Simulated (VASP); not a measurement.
# MgO in VASP: single point with PBE+D3(BJ)

Aim: the single point of MgO with PBE+D3(BJ).

All numbers are computed with VASP 6.6.1; they aren't measurements. Logs are shortened: lines on timing, memory, paths and dates and some standing lists are left out, and cuts for length are marked.

## Step 1: The cell of the first run

The cell holds a slab with vacuum, 32 atoms: a = 5.951 Å, b = 5.951 Å, c = 26.675 Å, α = 90.00°, β = 90.00°, γ = 90.00°.

## Step 2: Single point, PBE+D3(BJ)

Input file INCAR:

```
PREC = Accurate ; ENCUT = 520
EDIFF = 1E-6 ; ISMEAR = 0
SIGMA = 0.05 ; LREAL = Auto
LASPH = T ; NELM = 120
ALGO = Normal ; ISIF = 2
LWAVE = F ; LCHARG = F
LDIPOL = T ; IDIPOL = 3
DIPOL = 0.5 0.5 0.418 ; GGA = PE
IVDW = 12 ; NBANDS = 86
GGA_COMPAT = F ; NELMDL = -8
```

Input file KPOINTS:

```
Automatic mesh
0
Gamma
  3 3 1
```

Input file POSCAR:

```
MgO
1.0
    5.9506164682      0.0000000000      0.0000000000
    0.0000000000      5.9506164682      0.0000000000
    0.0000000000      0.0000000000     26.6752818854
Mg O
16 16
Direct
    0.2500000000      0.2500000000      0.2999031101
    0.2500000000      0.7500000000      0.2999031101
    0.7500000000      0.2500000000      0.2999031101
    0.7500000000      0.7500000000      0.2999031101
    0.5000000000      0.5000000000      0.3787724033
    0.5000000000      0.0000000000      0.3787724033
    0.0000000000      0.5000000000      0.3787724033
    0.0000000000      0.0000000000      0.3787724033
    0.7497242330      0.7500637411      0.4579656941
    0.7499335790      0.2500494066      0.4580329329
    0.2501096335      0.7500316720      0.4580394028
    0.2501289909      0.2500423478      0.4579338200
    0.0007361223      0.0005620682      0.5362300525
    0.0007258234      0.4995674916      0.5362130537
    0.4992506681      0.0010520101      0.5366153763
    0.4993160948      0.4991546424      0.5366365375
    0.5000000000      0.5000000000      0.2999031101
    0.5000000000      0.0000000000      0.2999031101
    0.0000000000      0.5000000000      0.2999031101
    0.0000000000      0.0000000000      0.2999031101
    0.7500000000      0.7500000000      0.3787724033
    0.7500000000      0.2500000000      0.3787724033
    0.2500000000      0.7500000000      0.3787724033
    0.2500000000      0.2500000000      0.3787724033
   -0.0000936385     -0.0000420620      0.4577330512
   -0.0001043628      0.5001319057      0.4577282721
    0.5000406931      0.0000237687      0.4578319002
    0.5000519727      0.5000705469      0.4578357945
    0.2498191091      0.2500782245      0.5382151622
    0.2493150015      0.7500079972      0.5380100281
    0.7508054256      0.2501369248      0.5380443888
    0.7501610446      0.7501279219      0.5383926962
```

Potentials or basis: VASP PAW PBE potentials, release 64 (Mg, O).

Run with:

```console
> cat potpaw_PBE.64/Mg/POTCAR potpaw_PBE.64/O/POTCAR > POTCAR
> mpirun -np 1 vasp_std > vasp.out
```

OUTCAR:

```text
PREC = Accurate
   ENCUT = 520
   EDIFF = 1E-6
   ISMEAR = 0
   LREAL = Auto
   LASPH = T
   NELM = 120
   ISIF = 2
   GGA = PE
   IVDW = 12
   NELMDL = -8
 IVDW          = 12

 ion  position               nearest neighbor table
   1  0.250  0.250  0.300-  24 2.10  18 2.10  19 2.10  20 2.10  17 2.10   6 2.98   7 2.98   8 2.98
                             5 2.98   3 2.98   2 2.98   2 2.98   3 2.98
   2  0.250  0.750  0.300-  23 2.10  18 2.10  19 2.10  20 2.10  17 2.10   6 2.98   7 2.98   8 2.98
                             5 2.98   4 2.98   1 2.98   1 2.98   4 2.98
   3  0.750  0.250  0.300-  22 2.10  18 2.10  19 2.10  20 2.10  17 2.10   6 2.98   7 2.98   8 2.98
                             5 2.98   4 2.98   1 2.98   4 2.98   1 2.98
   4  0.750  0.750  0.300-  21 2.10  18 2.10  19 2.10  20 2.10  17 2.10   6 2.98   7 2.98   8 2.98
                             5 2.98   3 2.98   2 2.98   3 2.98   2 2.98
   5  0.500  0.500  0.379-  17 2.10  21 2.10  22 2.10  23 2.10  24 2.10  28 2.11   3 2.98   4 2.98
                             1 2.98   2 2.98   6 2.98   7 2.98   6 2.98   7 2.98  12 2.98   9 2.98
   6  0.500  0.000  0.379-  18 2.10  21 2.10  22 2.10  23 2.10  24 2.10  27 2.11   3 2.98   4 2.98
                             1 2.98   2 2.98   5 2.98   8 2.98   5 2.98   8 2.98   9 2.98  12 2.98
   7  0.000  0.500  0.379-  19 2.10  21 2.10  22 2.10  23 2.10  24 2.10  26 2.11   3 2.98   4 2.98
                             1 2.98   2 2.98   5 2.98   8 2.98   8 2.98   5 2.98  12 2.98   9 2.98
   8  0.000  0.000  0.379-  20 2.10  21 2.10  22 2.10  23 2.10  24 2.10  25 2.11   3 2.98   4 2.98
                             1 2.98   2 2.98   6 2.98   7 2.98   7 2.98   6 2.98  12 2.98   9 2.98
   9  0.750  0.750  0.458-  27 2.10  28 2.10  25 2.10  26 2.10  21 2.11  32 2.15  14 2.97  13 2.97
[... 17 lines left out ...]
  19  0.000  0.500  0.300-   7 2.10   2 2.10   3 2.10   4 2.10   1 2.10
  20  0.000  0.000  0.300-   8 2.10   2 2.10   3 2.10   4 2.10   1 2.10
  21  0.750  0.750  0.379-   4 2.10   5 2.10   6 2.10   7 2.10   8 2.10   9 2.11
  22  0.750  0.250  0.379-   3 2.10   5 2.10   6 2.10   7 2.10   8 2.10  10 2.11
  23  0.250  0.750  0.379-   2 2.10   5 2.10   6 2.10   7 2.10   8 2.10  11 2.11
  24  0.250  0.250  0.379-   1 2.10   5 2.10   6 2.10   7 2.10   8 2.10  12 2.11
  25  1.000  1.000  0.458-  13 2.09  10 2.10   9 2.10  11 2.10  12 2.11   8 2.11
  26  1.000  0.500  0.458-  14 2.09  10 2.10   9 2.10  11 2.10  12 2.11   7 2.11
  27  0.500  0.000  0.458-  15 2.10   9 2.10  10 2.10  11 2.10  12 2.10   6 2.11
  28  0.500  0.500  0.458-  16 2.10   9 2.10  10 2.10  11 2.10  12 2.10   5 2.11
  29  0.250  0.250  0.538-  15 2.10  16 2.10  14 2.10  13 2.10  12 2.14
  30  0.249  0.750  0.538-  14 2.10  13 2.10  16 2.11  15 2.11  11 2.13
  31  0.751  0.250  0.538-  14 2.10  13 2.10  16 2.11  15 2.11  10 2.13
  32  0.750  0.750  0.538-  13 2.11  14 2.11  16 2.11  15 2.11   9 2.15

  LATTYP: Found a simple tetragonal cell.
 ALAT       =     5.9506164682
 C/A-ratio  =     4.4827762011

  Lattice vectors:

 A1 = (   5.9506164682,   0.0000000000,   0.0000000000)
 A2 = (   0.0000000000,   5.9506164682,   0.0000000000)
 A3 = (   0.0000000000,   0.0000000000,  26.6752818854)

Analysis of symmetry for initial positions (statically):
=====================================================================
 Subroutine PRICEL returns:
 Original cell was already a primitive cell.

 Routine SETGRP: Setting up the symmetry group for a
 simple tetragonal supercell.

 Subroutine GETGRP returns: Found  1 space group operations
 (whereof  1 operations were pure point group operations)
 out of a pool of 16 trial point group operations.

The static configuration has the point symmetry C_1 .

Analysis of symmetry for dynamics (positions and initial velocities):
=====================================================================
 Subroutine PRICEL returns:
 Original cell was already a primitive cell.

 Routine SETGRP: Setting up the symmetry group for a
 simple tetragonal supercell.

 Subroutine GETGRP returns: Found  1 space group operations
 (whereof  1 operations were pure point group operations)
 out of a pool of 16 trial point group operations.

The dynamic configuration has the point symmetry C_1 .

 Subroutine INISYM returns: Found  1 space group operations
 (whereof  1 operations are pure point group operations),
 and found     1 'primitive' translations

----------------------------------------------------------------------------------------

                                     Primitive cell

  volume of cell :     944.5674

  direct lattice vectors                    reciprocal lattice vectors
[... 89 lines left out ...]
     0.000000000  0.000000000  0.037487889     0.000000000  0.000000000  1.000000000

  Length of vectors
     0.056016605  0.056016605  0.037487889

  Shift w.r.t. Gamma in fractional coordinates (k-lattice)
     0.000000000  0.000000000  0.000000000

 Subroutine IBZKPT returns following result:
 ===========================================

 Found      5 irreducible k-points:

 Following reciprocal coordinates:
            Coordinates               Weight
  0.000000  0.000000  0.000000      1.000000
  0.333333  0.000000  0.000000      2.000000
  0.000000  0.333333  0.000000      2.000000
  0.333333  0.333333  0.000000      2.000000
 -0.333333  0.333333  0.000000      2.000000
   k-points           NKPTS =      5   k-points in BZ     NKDIM =      5   number of bands    NBANDS=     86
   number of dos      NEDOS =    301   number of ions     NIONS =     32
   total plane-waves  NPLWV = 460800
   dimension x,y,z NGX =    48 NGY =   48 NGZ =  200
   dimension x,y,z NGXF=    96 NGYF=   96 NGZF=  400
   ions per type =              16  16
   NGX,Y,Z   is equivalent  to a cutoff of  13.41, 13.41, 12.46 a.u.
   NGXF,Y,Z  is equivalent  to a cutoff of  26.82, 26.82, 24.93 a.u.
 SYSTEM =  unknown system
   PREC   = accura    normal or accurate (medium, high low for compatibility)
   ISTART =      0    job   : 0-new  1-cont  2-samecut
   ICHARG =      2    charge: 1-file 2-atom 10-const
   ISPIN  =      1    spin polarized calculation?
   LNONCOLLINEAR =      F non collinear calculations
   LSORBIT =      F    spin-orbit coupling
   LASPH  =      T    aspherical Exc in radial PAW
   ENCUT  =  520.0 eV  38.22 Ry    6.18 a.u.  11.06 11.06 49.60*2*pi/ulx,y,z
   NELM   =    120;   NELMIN=  2; NELMDL= -8     # of ELM steps
   EDIFF  = 0.1E-05   stopping-criterion for ELM
   LREAL  =      T    real-space projection
   EDIFFG = 0.1E-04   stopping-criterion for IOM
   NSW    =      0    number of steps for IOM
   IBRION =     -1    ionic relax: 0-MD 1-quasi-New 2-CG
   NFREE  =      0    steps in history (QN), initial steepest desc. (CG)
   ISIF   =      2    stress and relaxation
   ISYM   =      2    0-nonsym 1-usesym 2-fastsym
   POTIM  = 0.5000    time-step for ionic-motion
   TEBEG  =    0.0;   TEEND  =   0.0 temperature during run
   PSTRESS=    0.0 pullay stress
   NELECT =     128.0000    total number of electrons
   NUPDOWN=      -1.0000    fix difference up-down
   EMIN   =  10.00;   EMAX   =-10.00  energy-range for DOS
   EFERMI =   0.00;   METHOD = LEGACY
   ISMEAR =     0;   SIGMA  =   0.05  broadening in eV -4-tet -1-fermi 0-gaus
   EFERMI_NEDOS =   21; number of points for ismear=-14 and -15
   IALGO  =     38    algorithm
   IMIX   =      4    mixing-type and parameters
     AMIX     =   0.40;   BMIX     =  1.00
     AMIX_MAG =   1.60;   BMIX_MAG =  1.00
  volume/ion in A,a.u.               =      29.52       199.20
  Fermi-wavevector in a.u.,A,eV,Ry     =   0.840880  1.589032  9.620388  0.707079
  Thomas-Fermi vector in A             =   1.955333
   LORBIT       =      0    0 simple, 1 ext, 2 COOP (PROOUT), +10 PAW based schemes
   GGA     = PE    functional components
   LHFCALC =     F    Hartree Fock is set to
   AEXX    =    0.0000 exact exchange contribution
   IVDW    =    12    specifies the selected vdW correction
   LEPSILON=     F    determine dielectric tensor
   LRPA    =     F    only Hartree local field effects (RPA)
 non-spin polarized calculation
 Gauss-broadening in eV      SIGMA  =   0.05
  energy-cutoff  :      520.00
  volume of cell :      944.57
 maximum number of plane-waves:     25494
 NGX is ok and might be reduce to    48
   NGX = 23   NGY = 23   NGZ = 99

 dipolmoment           0.000000      0.000000     -0.000007 electrons x Angstroem

 number of electron     127.9999933 magnetization

 dipolmoment           0.000000      0.000000      0.084720 electrons x Angstroem

 Free energy of the ion-electron system (eV)
  ---------------------------------------------------
  ext. energy  EPLUGINS =         0.00000000
  ---------------------------------------------------
  free energy    TOTEN  =      -186.68893496 eV

  energy without entropy =     -186.68893496  energy(sigma->0) =     -186.68893496

 E-fermi :  -2.1876     XC(G=0):  -4.0891

 val. band max:       -2.4114178416   @ k =   0.0000   0.0000   0.0000
 cond. band min:       0.9377253688   @ k =   0.0000   0.0000   0.0000
 fundamental gap:      3.3491432104
 Fermi energy:        -2.1876411256

 k-point     1 :       0.0000    0.0000    0.0000
  band No.  band energies     occupation
      1     -19.4414      2.00000
      2     -18.9126      2.00000
      3     -18.4268      2.00000
      4     -18.4260      2.00000
      5     -18.3889      2.00000
      6     -18.3845      2.00000
[... 384 lines left out ...]
     75       4.7043      0.00000
     76       4.9340      0.00000
 [bands above 76 left out]

------------------------ aborting loop because EDIFF is reached ----------------------------------------

 vacuum level on the upper side and lower side of the slab       (xc-potential included)         0.074        -0.349

 Edisp (eV)   -7.03071

 E8    (eV) :    -2.8513

  FORCE on cell =-STRESS in cart. coord.  units (eV):
  Direction    XX          YY          ZZ          XY          YZ          ZX
  --------------------------------------------------------------------------------------
  -------------------------------------------------------------------------------------
  Total     -14.48048   -14.47945     0.21676    -0.00018    -0.01687    -0.00179
  in kB     -24.56182   -24.56007     0.36767    -0.00031    -0.02862    -0.00303
  external pressure =      -16.25 kB  Pullay stress =        0.00 kB

 VOLUME and BASIS-vectors are now :
 -----------------------------------------------------------------------------
  energy-cutoff  :      520.00
  volume of cell :      944.57
      direct lattice vectors                 reciprocal lattice vectors
     5.950616468  0.000000000  0.000000000     0.168049816  0.000000000  0.000000000
     0.000000000  5.950616468  0.000000000     0.000000000  0.168049816  0.000000000
     0.000000000  0.000000000 26.675281885     0.000000000  0.000000000  0.037487889

 POSITION                                       TOTAL-FORCE (eV/Angst)
 -----------------------------------------------------------------------------------
      1.48765      1.48765      8.00000         0.000161      0.000061      0.439855
      1.48765      4.46296      8.00000         0.000198      0.000063      0.441512
      4.46296      1.48765      8.00000        -0.000191      0.000055      0.441534
      4.46296      4.46296      8.00000        -0.000254      0.000073      0.441146
      2.97531      2.97531     10.10386         0.001253      0.001236      0.078202
      2.97531      0.00000     10.10386         0.001048     -0.000267      0.077604
[... 24 lines left out ...]
      4.46776      1.48847     14.35249        -0.052419     -0.003716      0.068438
      4.46392      4.46372     14.36178        -0.033102     -0.001705      0.014529
 -----------------------------------------------------------------------------------
    total drift:                                0.000446     -0.001570     -0.013015

  FREE ENERGIE OF THE ION-ELECTRON SYSTEM (eV)
  ---------------------------------------------------
  free  energy   TOTEN  =      -193.7196441495 eV

  energy  without entropy=     -193.7196441495  energy(sigma->0) =     -193.71964415

 vacuum level on the upper side and lower side of the slab         2.696         2.265
```

It took 14 min on 1 thread of Intel Xeon Platinum 8488C (Sapphire Rapids), shared host; peak memory 0.98 GiB.

What came out:

```yaml
Free_energy: -193.7196 eV
Largest_force: 0.545 eV/Å
Band_gap_on_the_k_mesh: 3.35 eV
Dispersion_energy_per_atom: -0.220 eV
```

Forces on the atoms (eV/Å):
```
Mg   0.000  0.000  0.440
Mg   0.000  0.000  0.442
Mg   0.000  0.000  0.442
Mg   0.000  0.000  0.441
Mg   0.001  0.001  0.078
Mg   0.001  0.000  0.078
Mg  -0.002  0.003  0.077
Mg  -0.002 -0.002  0.077
Mg   0.003 -0.001  0.041
Mg  -0.002  0.000 -0.024
Mg   0.002  0.000 -0.027
Mg   0.001  0.000 -0.033
Mg  -0.084 -0.068 -0.023
Mg  -0.083  0.068 -0.020
Mg   0.085 -0.098 -0.097
Mg   0.082  0.097 -0.100
O    0.000  0.000 -0.545
O    0.000  0.000 -0.545
O    0.000  0.000 -0.545
O    0.000  0.000 -0.545
O   -0.005  0.001  0.052
O   -0.003  0.000  0.054
O    0.004  0.001  0.055
O    0.003  0.001  0.053
O    0.017  0.016 -0.007
O    0.017 -0.017 -0.007
O   -0.015  0.014 -0.010
O   -0.015 -0.015 -0.011
O    0.029 -0.001  0.051
O    0.051  0.004  0.073
O   -0.052 -0.004  0.068
O   -0.033 -0.002  0.015
```

Levels at points of the mesh, in eV from the valence-band top:
```tsv
k point	band 62	band 63	band 64	band 65	band 66	band 67
(0.00, 0.00, 0.00)	-0.21	0.00	0.00	3.35	3.81	4.94
```
